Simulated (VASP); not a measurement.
# SrO (I4mm) in VASP: a series of runs, part 2 of 2

VASP 6.6.1. Earlier steps stand in the parts before.

**5. Single point, PBE**

File INCAR:

```
  PREC = Accurate
  ENCUT = 520
  EDIFF = 1E-7
  ISMEAR = 0
  SIGMA = 0.05
  LREAL = False
  LASPH = True
  NELM = 60
  ALGO = Normal
  ISIF = 2
  LWAVE = False
  LCHARG = True
  GGA = PE
  LELF = True
  LVHAR = True
  NBANDS = 15
```

File KPOINTS:

```
Automatic mesh
0
Gamma
  8 8 8
```

File POSCAR:

```
SrO
1.0
    0.0000000000      2.5698000000      2.5698000000
    2.5698000000      0.0000000000      2.5698000000
    2.5698000000      2.5698000000      0.0000000000
Sr O
1 1
Direct
   -0.0048641918     -0.0048641918      0.0048641918
    0.5000000000      0.5000000000      0.5000000000
```

Run with:

```console
$ cat potpaw_PBE.64/Sr_sv/POTCAR potpaw_PBE.64/O/POTCAR > POTCAR
$ mpirun -np 1 vasp_std > vasp.out
```

Wall time 29 s (1 thread of Intel Xeon 6975P-C, shared host); peak memory 0.18 GiB.

The run converged. Its results:

* Free energy: -12.0396 eV
* Pressure: 3.5 GPa
* Largest force: 0.058 eV/Å
* Band gap on the k mesh: 3.27 eV, indirect (least direct gap 3.35 eV)

Forces in eV/Å, atoms in the order of the input:
```
Sr   0.000  0.000  0.058
O    0.000  0.000 -0.058
```

Levels at points of the mesh, in eV from the valence-band top:
| k point | band 6 | band 7 | band 8 | band 9 | band 10 | band 11 |
| --- | --- | --- | --- | --- | --- | --- |
| (0.00, 0.00, 0.00) | 0.00 | 0.00 | 0.00 | 3.99 | 6.22 | 6.22 |
| (0.50, 0.00, 0.00) | -2.17 | -1.14 | -1.14 | 6.56 | 8.46 | 8.86 |
| (0.50, 0.50, 0.00) | -0.43 | -0.09 | -0.09 | 3.27 | 7.81 | 10.19 |
| (0.00, 0.50, 0.50) | -0.43 | -0.09 | -0.09 | 3.27 | 7.81 | 10.19 |

Caveat: the cell differs from its parent crystal (all Sr atoms moved +0.025 Å, as atom 1 towards its neighbour atom 2 (O) at 2.570 Å). A k mesh can miss the band edges.

**6. Single point, PBE**

File INCAR:

```
  PREC = Accurate
  ENCUT = 520
  EDIFF = 1E-6
  ISMEAR = 0
  SIGMA = 0.05
  LREAL = F
  LASPH = T
  NELM = 60
  ALGO = Normal
  ISIF = 2
  LWAVE = F
  LCHARG = F
  GGA = PE
  NBANDS = 15
```

KPOINTS is that of step 5.

POSCAR: that of step 5 with these lines changed.

```diff
@@ -8,3 +8,3 @@
 Direct
-   -0.0048641918     -0.0048641918      0.0048641918
+   -0.0170246712     -0.0170246712      0.0170246712
     0.5000000000      0.5000000000      0.5000000000
```

Potentials or basis: VASP PAW PBE potentials, release 64 (Sr_sv, O).

Run with:

```console
$ cat potpaw_PBE.64/Sr_sv/POTCAR potpaw_PBE.64/O/POTCAR > POTCAR
$ mpirun -np 1 vasp_std > vasp.out
```

OUTCAR:

```text
PREC = Accurate
   ENCUT = 520
   EDIFF = 1E-6
   ISMEAR = 0
   LREAL = F
   LASPH = T
   NELM = 60
   ISIF = 2
   GGA = PE

 ion  position               nearest neighbor table
   1  0.983  0.983  0.017-   2 2.48   2 2.57   2 2.57   2 2.57   2 2.57   2 2.66
   2  0.500  0.500  0.500-   1 2.48   1 2.57   1 2.57   1 2.57   1 2.57   1 2.66

  LATTYP: Found a face centered cubic cell.
 ALAT       =     5.1396000000

  Lattice vectors:

 A1 = (   0.0000000000,   2.5698000000,   2.5698000000)
 A2 = (   2.5698000000,   0.0000000000,   2.5698000000)
 A3 = (   2.5698000000,   2.5698000000,   0.0000000000)

Analysis of symmetry for initial positions (statically):
=====================================================================
 Subroutine PRICEL returns:
 Original cell was already a primitive cell.

 Routine SETGRP: Setting up the symmetry group for a
 face centered cubic supercell.

 Subroutine GETGRP returns: Found  8 space group operations
 (whereof  8 operations were pure point group operations)
 out of a pool of 48 trial point group operations.

The static configuration has the point symmetry C_4v.

Analysis of symmetry for dynamics (positions and initial velocities):
[... 167 lines left out ...]
  band No.  band energies     occupation
      1     -30.7088      2.00000
      2     -13.4483      2.00000
      3     -12.3454      2.00000
      4     -12.3454      2.00000
      5     -12.3259      2.00000
      6       1.6461      2.00000
      7       1.6461      2.00000
      8       1.6512      2.00000
      9       5.6569      0.00000
     10       7.8877      0.00000
     11       7.9170      0.00000
     12       7.9170      0.00000
     13      10.0568      0.00000
     14      10.1044      0.00000
[... 401 lines left out ...]
      2     -14.4735      2.00000
      3     -12.7946      2.00000
      4     -12.5745      2.00000
      5     -11.7420      2.00000
      6       0.4498      2.00000
      7       0.9256      2.00000
      8       1.0422      2.00000
      9       6.6843      0.00000
     10       9.2570      0.00000
     11      10.8329      0.00000
     12      11.3581      0.00000
     13      12.7524      0.00000
     14      14.0541      0.00000
     15      15.4601      0.00000

 [... further k-points ...]
[... 5 lines left out ...]
  --------------------------------------------------------------------------------------
  -------------------------------------------------------------------------------------
  Total        0.7237687      0.7237687      0.9145598      0.0000000      0.0000000      0.0000000
  in kB       34.1650766     34.1650766     43.1712593      0.0000000      0.0000000      0.0000000
  external PRESSURE =      37.1671375 kB  Pullay stress =       0.0000000 kB

 VOLUME and BASIS-vectors are now :
 -----------------------------------------------------------------------------
  energy-cutoff  :      520.00
  volume of cell :       33.94
      direct lattice vectors                 reciprocal lattice vectors
     0.000000000  2.569800000  2.569800000    -0.194567671  0.194567671  0.194567671
     2.569800000  0.000000000  2.569800000     0.194567671 -0.194567671  0.194567671
     2.569800000  2.569800000  0.000000000     0.194567671  0.194567671 -0.194567671

 POSITION                                       TOTAL-FORCE (eV/Angst)
 -----------------------------------------------------------------------------------
      2.56980      2.56980      5.05210         0.000000      0.000000      0.214430
      2.56980      2.56980      2.56980         0.000000      0.000000     -0.214430
 -----------------------------------------------------------------------------------
    total drift:                               -0.000000     -0.000000      0.000132

  FREE ENERGIE OF THE ION-ELECTRON SYSTEM (eV)
  ---------------------------------------------------
  free  energy   TOTEN  =       -12.0312216314 eV

  energy  without entropy=      -12.0312216314  energy(sigma->0) =      -12.03122163
```

OSZICAR:

```text
N       E                     dE             d eps       ncg     rms          rms(c)
DAV:   1     0.664930379527E+02    0.66493E+02   -0.84416E+03  1770   0.104E+03
DAV:   2    -0.110104031558E+02   -0.77503E+02   -0.70731E+02  2436   0.218E+02
DAV:   3    -0.141646377613E+02   -0.31542E+01   -0.31395E+01  2255   0.397E+01
DAV:   4    -0.142382460509E+02   -0.73608E-01   -0.73595E-01  2210   0.609E+00
DAV:   5    -0.142405062825E+02   -0.22602E-02   -0.22602E-02  2220   0.872E-01    0.167E+01
DAV:   6    -0.121784908233E+02    0.20620E+01   -0.66820E+00  1812   0.196E+01    0.195E+01
DAV:   7    -0.120397130759E+02    0.13878E+00   -0.29755E-01  2078   0.487E+00    0.113E+01
DAV:   8    -0.120291290565E+02    0.10584E-01   -0.11758E-01  2260   0.342E+00    0.461E-01
DAV:   9    -0.120305881434E+02   -0.14591E-02   -0.57198E-03  2288   0.483E-01    0.233E-01
DAV:  10    -0.120310601059E+02   -0.47196E-03   -0.44299E-04  1945   0.196E-01    0.827E-02
DAV:  11    -0.120312031418E+02   -0.14304E-03   -0.13902E-04  1903   0.872E-02    0.272E-02
DAV:  12    -0.120312218109E+02   -0.18669E-04   -0.25563E-05  1896   0.374E-02    0.188E-02
DAV:  13    -0.120312216314E+02    0.17950E-06   -0.11795E-06  1843   0.101E-02
   1 F= -.12031222E+02 E0= -.12031222E+02  d E =-.455817E-15
```

stdout:

```text
POSCAR found type information on POSCAR SrO
 POSCAR found :  2 types and       2 ions
 scaLAPACK will be used
 LDA part: xc-table for (Slater+PW92), standard interpolation
 POSCAR, INCAR and KPOINTS ok, starting setup
 FFT: planning ... GRIDC
 FFT: planning ... GRID_SOFT
 FFT: planning ... GRID
 WAVECAR not read
 entering main loop
```

Wall time 25 s (1 thread of Intel Xeon 6975P-C, shared host); peak memory 0.17 GiB.

Results:

* Free energy: -12.0312 eV
* Pressure: 3.7 GPa
* Largest force: 0.214 eV/Å
* Band gap on the k mesh: 3.28 eV, indirect (least direct gap 3.36 eV)

Forces on the atoms (eV/Å):
```
Sr   0.000  0.000  0.214
O    0.000  0.000 -0.214
```

Stress tensor (GPa, compression positive):
```
3.42 0.00 0.00
0.00 3.42 0.00
0.00 0.00 4.32
```

Levels at points of the mesh, in eV from the valence-band top:
```tsv
k point	band 6	band 7	band 8	band 9	band 10	band 11
(0.00, 0.00, 0.00)	-0.01	-0.01	0.00	4.01	6.24	6.27
(0.50, 0.00, 0.00)	-2.15	-1.12	-1.12	6.57	8.41	8.88
(0.50, 0.50, 0.00)	-0.40	-0.07	-0.07	3.28	7.80	10.21
(0.00, 0.50, 0.50)	-0.42	-0.12	-0.07	3.35	7.81	10.22
```

Caveat: the cell differs from its parent crystal (all Sr atoms moved +0.087 Å, as atom 1 towards its neighbour atom 2 (O) at 2.570 Å). A k mesh can miss the band edges.
